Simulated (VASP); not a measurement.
# Mg (P-3m1) in VASP: further runs

Runs on Mg. Level: PBEsol. Tasks: single point.

Everything below comes from runs of VASP 6.6.1. Logs are shortened: lines on timing, memory, paths and dates and some standing lists are left out, and cuts for length are marked.

**1. The cell of the first run**

Symmetry: P-3m1, No. 164, trigonal system. Conventional cell: a = 3.209 Å, b = 3.209 Å, c = 5.210 Å, α = 90.00°, β = 90.00°, γ = 120.00°. Mg (site symmetry 3m) has 12 Mg at 2.96 to 3.45 Å within 3.9 Å.

**2. Single point, PBEsol (atom 1 (Mg) moved by (+0.000, -0.300) A along [1 1 0] and z)**

File INCAR:

```
SYSTEM = Mg
PREC     = Accurate       ! precision mode
ENCUT    = 520            ! plane-wave cutoff, eV
EDIFF    = 1E-7           ! SCF threshold, eV
ISMEAR   = 0              ! smearing method
SIGMA    = 0.15           ! smearing width, eV
LREAL    = .FALSE.        ! projectors in reciprocal space
LASPH    = .TRUE.         ! aspherical terms in the spheres
NELM     = 100            ! most SCF steps
ALGO     = Normal         ! electronic algorithm
ISIF     = 2              ! what is computed and relaxed
LWAVE    = .FALSE.        ! write WAVECAR
LCHARG   = .FALSE.        ! write CHGCAR
GGA      = PS             ! functional
NBANDS   = 9              ! bands
```

File KPOINTS:

```
Automatic mesh
0
G
  18 18 10
  0 0 0
```

File POSCAR:

```
Mg
1.0
    3.2092715325      0.0000000000      0.0000000000
   -1.6046357662      2.7793106748      0.0000000000
    0.0000000000      0.0000000000      5.2103300000
Mg
2
Direct
    0.3333333333      0.6666666667      0.1924220731
    0.6666666667      0.3333333333      0.7500000000
```

Potentials or basis: VASP PAW PBE potentials, release 64 (Mg).

Command:

```console
$ cat potpaw_PBE.64/Mg/POTCAR > POTCAR
$ mpirun -np 1 vasp_std > vasp.out
```

OUTCAR:

```text
SYSTEM = Mg
   PREC = Accurate
   ENCUT = 520
   EDIFF = 1E-7
   ISMEAR = 0
   LREAL = .FALSE.
   LASPH = .TRUE.
   NELM = 100
   ISIF = 2
   GGA = PS

 ion  position               nearest neighbor table
   1  0.333  0.667  0.192-   2 2.96   2 2.96   2 2.96   2 3.45   2 3.45   2 3.45
   2  0.667  0.333  0.750-   1 2.96   1 2.96   1 2.96   1 3.45   1 3.45   1 3.45

  LATTYP: Found a hexagonal cell.
 ALAT       =     3.2092715325
 C/A-ratio  =     1.6235242008

  Lattice vectors:

 A1 = (   3.2092715325,   0.0000000000,   0.0000000000)
 A2 = (  -1.6046357662,   2.7793106748,   0.0000000000)
 A3 = (   0.0000000000,   0.0000000000,   5.2103300000)

Analysis of symmetry for initial positions (statically):
=====================================================================
 Subroutine PRICEL returns:
 Original cell was already a primitive cell.

 Routine SETGRP: Setting up the symmetry group for a
 hexagonal supercell.

 Subroutine GETGRP returns: Found 12 space group operations
 (whereof  6 operations were pure point group operations)
 out of a pool of 24 trial point group operations.

The static configuration has the point symmetry C_3v.
 The point group associated with its full space group is D_3d.

Analysis of symmetry for dynamics (positions and initial velocities):
=====================================================================
 Subroutine PRICEL returns:
 Original cell was already a primitive cell.

 Routine SETGRP: Setting up the symmetry group for a
 hexagonal supercell.

 Subroutine GETGRP returns: Found 12 space group operations
 (whereof  6 operations were pure point group operations)
 out of a pool of 24 trial point group operations.

The dynamic configuration has the point symmetry C_3v.
 The point group associated with its full space group is D_3d.

 Subroutine INISYM returns: Found 12 space group operations
 (whereof  6 operations are pure point group operations),
 and found     1 'primitive' translations

----------------------------------------------------------------------------------------

                                     Primitive cell

  volume of cell :      46.4739

  direct lattice vectors                    reciprocal lattice vectors
     3.209271532  0.000000000  0.000000000     0.311597193  0.179900723  0.000000000
    -1.604635766  2.779310675  0.000000000     0.000000000  0.359801446  0.000000000
     0.000000000  0.000000000  5.210330000     0.000000000  0.000000000  0.191926423

  length of vectors
     3.209271532  3.209271532  5.210330000     0.359801446  0.359801446  0.191926423

  position of ions in fractional coordinates (direct lattice)
     0.333333333  0.666666667  0.192422073
     0.666666667  0.333333333  0.750000000

  ion indices of the primitive-cell ions
   primitive index   ion index
                 1           1
                 2           2

----------------------------------------------------------------------------------------

 KPOINTS: Automatic mesh

Automatic generation of k-mesh.
 Grid dimensions read from file:
 generate k-points for:   18   18   10

 Generating k-lattice:

  Cartesian coordinates                     Fractional coordinates (reciprocal lattice)
     0.017310955  0.009994485  0.000000000     0.055555556  0.000000000  0.000000000
     0.000000000  0.019988969  0.000000000     0.000000000  0.055555556  0.000000000
     0.000000000  0.000000000  0.019192642     0.000000000  0.000000000  0.100000000

  Length of vectors
     0.019988969  0.019988969  0.019192642

  Shift w.r.t. Gamma in fractional coordinates (k-lattice)
     0.000000000  0.000000000  0.000000000

 Subroutine IBZKPT returns following result:
 ===========================================

 Found    330 irreducible k-points:

 Following reciprocal coordinates:
            Coordinates               Weight
  0.000000  0.000000  0.000000      1.000000
  0.055556  0.000000  0.000000      6.000000
  0.111111  0.000000  0.000000      6.000000
  0.166667  0.000000  0.000000      6.000000
  0.222222  0.000000  0.000000      6.000000
  0.277778  0.000000  0.000000      6.000000
[... 16 lines left out ...]
  0.333333  0.111111  0.000000     12.000000
  0.388889  0.111111  0.000000     12.000000
 [... further k-points ...]
   k-points           NKPTS =    330   k-points in BZ     NKDIM =    330   number of bands    NBANDS=      9
   number of dos      NEDOS =    301   number of ions     NIONS =      2
   total plane-waves  NPLWV =  23040
   dimension x,y,z NGX =    24 NGY =   24 NGZ =   40
   dimension x,y,z NGXF=    48 NGYF=   48 NGZF=   80
   ions per type =               2
   NGX,Y,Z   is equivalent  to a cutoff of  12.43, 12.43, 12.76 a.u.
   NGXF,Y,Z  is equivalent  to a cutoff of  24.86, 24.86, 25.53 a.u.
 SYSTEM =  Mg
   PREC   = accura    normal or accurate (medium, high low for compatibility)
   ISTART =      0    job   : 0-new  1-cont  2-samecut
   ICHARG =      2    charge: 1-file 2-atom 10-const
   ISPIN  =      1    spin polarized calculation?
   LNONCOLLINEAR =      F non collinear calculations
   LSORBIT =      F    spin-orbit coupling
   LASPH  =      T    aspherical Exc in radial PAW
   ENCUT  =  520.0 eV  38.22 Ry    6.18 a.u.   5.97  5.97  9.69*2*pi/ulx,y,z
   NELM   =    100;   NELMIN=  2; NELMDL= -5     # of ELM steps
   EDIFF  = 0.1E-06   stopping-criterion for ELM
   LREAL  =      F    real-space projection
   EDIFFG = 0.1E-05   stopping-criterion for IOM
   NSW    =      0    number of steps for IOM
   IBRION =     -1    ionic relax: 0-MD 1-quasi-New 2-CG
   NFREE  =      0    steps in history (QN), initial steepest desc. (CG)
   ISIF   =      2    stress and relaxation
   ISYM   =      2    0-nonsym 1-usesym 2-fastsym
   POTIM  = 0.5000    time-step for ionic-motion
   TEBEG  =    0.0;   TEEND  =   0.0 temperature during run
   PSTRESS=    0.0 pullay stress
   NELECT =       4.0000    total number of electrons
   NUPDOWN=      -1.0000    fix difference up-down
   EMIN   =  10.00;   EMAX   =-10.00  energy-range for DOS
   EFERMI =   0.00;   METHOD = LEGACY
   ISMEAR =     0;   SIGMA  =   0.15  broadening in eV -4-tet -1-fermi 0-gaus
   EFERMI_NEDOS =   21; number of points for ismear=-14 and -15
   IALGO  =     38    algorithm
   IMIX   =      4    mixing-type and parameters
     AMIX     =   0.40;   BMIX     =  1.00
     AMIX_MAG =   1.60;   BMIX_MAG =  1.00
  volume/ion in A,a.u.               =      23.24       156.81
  Fermi-wavevector in a.u.,A,eV,Ry     =   0.722812  1.365916  7.108458  0.522457
  Thomas-Fermi vector in A             =   1.812869
   LORBIT       =      0    0 simple, 1 ext, 2 COOP (PROOUT), +10 PAW based schemes
   GGA     = PS    functional components
   LHFCALC =     F    Hartree Fock is set to
   AEXX    =    0.0000 exact exchange contribution
   IVDW    =     0    specifies the selected vdW correction
   LEPSILON=     F    determine dielectric tensor
   LRPA    =     F    only Hartree local field effects (RPA)
 non-spin polarized calculation
 Gauss-broadening in eV      SIGMA  =   0.15
  energy-cutoff  :      520.00
  volume of cell :       46.47
 maximum number of plane-waves:      1276
   NGX = 11   NGY = 11   NGZ = 19

 number of electron       4.0000000 magnetization

 Free energy of the ion-electron system (eV)
  ---------------------------------------------------
  ext. energy  EPLUGINS =         0.00000000
  ---------------------------------------------------
  free energy    TOTEN  =        -3.32815533 eV

  energy without entropy =       -3.31824709  energy(sigma->0) =       -3.32320121

 E-fermi :   2.5135     XC(G=0):  -8.4776

 val. band max:        2.5029463465   @ k =  -0.1111   0.5000   0.4000
 cond. band min:       2.5249127118   @ k =   0.3889   0.1111   0.3000
 fundamental gap:      0.0219663654
 Fermi energy:         2.5134611206

 k-point     1 :       0.0000    0.0000    0.0000
  band No.  band energies     occupation
      1      -4.4041      2.00000
      2       0.9361      2.00000
      3       1.2732      2.00000
      4      13.2706      0.00000
      5      13.2706      0.00000
      6      13.3312      0.00000
      7      13.3312      0.00000
      8      14.3501      0.00000
      9      15.2556      0.00000

 k-point     2 :       0.0556    0.0000    0.0000
  band No.  band energies     occupation
      1      -4.3438      2.00000
      2       0.9912      2.00000
      3       1.3317      2.00000
      4      11.8568      0.00000
      5      12.4477      0.00000
      6      13.2295      0.00000
      7      14.2397      0.00000
      8      14.9722      0.00000
      9      15.8213      0.00000

 k-point     3 :       0.1111    0.0000    0.0000
  band No.  band energies     occupation
      1      -4.1634      2.00000
      2       1.1566      2.00000
      3       1.5063      2.00000
      4      10.1736      0.00000
      5      11.6926      0.00000
      6      12.4982      0.00000
      7      15.0058      0.00000
      8      15.1495      0.00000
      9      15.2004      0.00000

 k-point     4 :       0.1667    0.0000    0.0000
  band No.  band energies     occupation
      1      -3.8634      2.00000
      2       1.4325      2.00000
      3       1.7939      2.00000
      4       8.5260      0.00000
      5      11.0379      0.00000
      6      11.6957      0.00000
      7      13.3835      0.00000
      8      14.1717      0.00000
      9      15.6890      0.00000
[... 205 lines left out ...]
 k-point    22 :       0.2778    0.1111    0.0000
  band No.  band energies     occupation
      1      -2.0840      2.00000
      2       3.0894      0.00000
      3       3.2204      0.00000
      4       4.4905      0.00000
      5       7.1648      0.00000
      6       9.0919      0.00000
      7       9.9091      0.00000
      8      12.1363      0.00000
      9      12.8528      0.00000

 k-point    23 :       0.3333    0.1111    0.0000
  band No.  band energies     occupation
      1      -1.3237      2.00000
      2       2.6659      0.15079
      3       3.8072      0.00000
      4       4.4526      0.00000
      5       6.8069      0.00000
      6       7.8239      0.00000
      7       8.8467      0.00000
      8      11.8472      0.00000
      9      12.6119      0.00000

 k-point    24 :       0.3889    0.1111    0.0000
  band No.  band energies     occupation
      1      -0.4553      2.00000
      2       1.5759      2.00000
      3       4.6305      0.00000
      4       5.1070      0.00000
      5       6.4220      0.00000
      6       6.6687      0.00000
      7       8.0431      0.00000
      8      11.6746      0.00000
      9      12.4651      0.00000

 [... further k-points ...]
[... 5 lines left out ...]
  --------------------------------------------------------------------------------------
  -------------------------------------------------------------------------------------
  Total       -0.1109013     -0.1109013      0.2283182     -0.0000000      0.0000000      0.0000000
  in kB       -3.8232990     -3.8232990      7.8712260     -0.0000000      0.0000000      0.0000000
  external PRESSURE =       0.0748760 kB  Pullay stress =       0.0000000 kB

 VOLUME and BASIS-vectors are now :
 -----------------------------------------------------------------------------
  energy-cutoff  :      520.00
  volume of cell :       46.47
      direct lattice vectors                 reciprocal lattice vectors
     3.209271532  0.000000000  0.000000000     0.311597193  0.179900723  0.000000000
    -1.604635766  2.779310675  0.000000000     0.000000000  0.359801446  0.000000000
     0.000000000  0.000000000  5.210330000     0.000000000  0.000000000  0.191926423

 POSITION                                       TOTAL-FORCE (eV/Angst)
 -----------------------------------------------------------------------------------
     -0.00000      1.85287      1.00258         0.000000      0.000000      0.811207
      1.60464      0.92644      3.90775        -0.000000     -0.000000     -0.811207
 -----------------------------------------------------------------------------------
    total drift:                                0.000000     -0.000000     -0.000001

  FREE ENERGIE OF THE ION-ELECTRON SYSTEM (eV)
  ---------------------------------------------------
  free  energy   TOTEN  =        -3.3281553261 eV

  energy  without entropy=       -3.3182470850  energy(sigma->0) =       -3.32320121
```

Run time: 58 s. Hardware: 1 thread of Intel Xeon Platinum 8259CL at 2.50GHz (Skylake/Cascade Lake), shared host; peak memory 0.26 GiB.

Results:

```yaml
Free_energy: -3.3282 eV
Pressure: 0.0 GPa
Largest_force: 0.811 eV/Å
Band_gap_on_the_k_mesh: zero (bands 2 and 3 overlap by 2.31 eV)
```

Forces on the atoms (eV/Å):
```
Mg   0.000  0.000  0.811
Mg   0.000  0.000 -0.811
```

Stress tensor (GPa, compression positive):
```
-0.38  0.00  0.00
 0.00 -0.38  0.00
 0.00  0.00  0.79
```

Caveat: the cell differs from its parent crystal (atom 1 (Mg) moved by (+0.000, -0.300) A along [1 1 0] and z); the PAW data sets were made with another functional, which shifts forces and pressure a little.

**3. Single point, PBEsol (atom 1 (Mg) moved by (+0.000, -0.150) A along [1 1 0] and z)**

File INCAR:

```
SYSTEM = Mg
  PREC = Accurate
  ENCUT = 520
  EDIFF = 1E-6
  ISMEAR = 0
  SIGMA = 0.15
  LREAL = .FALSE.
  LASPH = .TRUE.
  NELM = 80
  ALGO = Fast
  ISIF = 2
  LWAVE = .FALSE.
  LCHARG = .FALSE.
  GGA = PS
  NBANDS = 9
```

File KPOINTS:

```
regular mesh
0
G
  18 18 10
  0 0 0
```

Changes to POSCAR since step 2:

```diff
@@ -8,3 +8,3 @@
 Direct
-    0.3333333333      0.6666666667      0.1924220731
+    0.3333333333      0.6666666667      0.2212110365
     0.6666666667      0.3333333333      0.7500000000
```

Potentials or basis: VASP PAW PBE potentials, release 64 (Mg).

Command:

```console
$ cat potpaw_PBE.64/Mg/POTCAR > POTCAR
$ mpirun -np 1 vasp_std > vasp.out
```

Run time: 58 s. Hardware: 1 thread of Intel Xeon Platinum 8259CL at 2.50GHz (Skylake/Cascade Lake), shared host; peak memory 0.26 GiB.

The run converged. Its results:

* Free energy: -3.4176 eV
* Pressure: -0.9 GPa
* Largest force: 0.389 eV/Å
* Band gap on the k mesh: zero (bands 2 and 3 overlap by 2.25 eV)

Forces in eV/Å, atoms in the order of the input:
```
Mg   0.000  0.000  0.389
Mg   0.000  0.000 -0.389
```

Stress tensor (GPa, compression positive):
```
-0.95  0.00  0.00
 0.00 -0.95  0.00
 0.00  0.00 -0.72
```

Levels at points of the mesh, in eV from the Fermi level:
| k point | band 1 | band 2 | band 3 | band 4 | band 5 | band 6 |
| --- | --- | --- | --- | --- | --- | --- |
| (0.00, 0.00, 0.00) | -6.88 | -1.64 | -1.24 | 10.83 | 10.83 | 10.92 |
| (0.50, 0.00, 0.00) | -2.13 | -2.13 | 2.67 | 3.03 | 3.25 | 3.66 |
| (0.00, 0.00, 0.50) | -5.71 | -5.27 | 4.93 | 5.07 | 11.51 | 11.51 |
| (0.50, 0.00, 0.50) | -1.17 | -1.14 | -0.37 | -0.36 | 7.71 | 7.75 |

Caveat: the cell differs from its parent crystal (atom 1 (Mg) moved by (+0.000, -0.150) A along [1 1 0] and z); the PAW data sets were made with another functional, which shifts forces and pressure a little.

The gap in the log of VASP goes by the Fermi energy; the results here count the filled bands.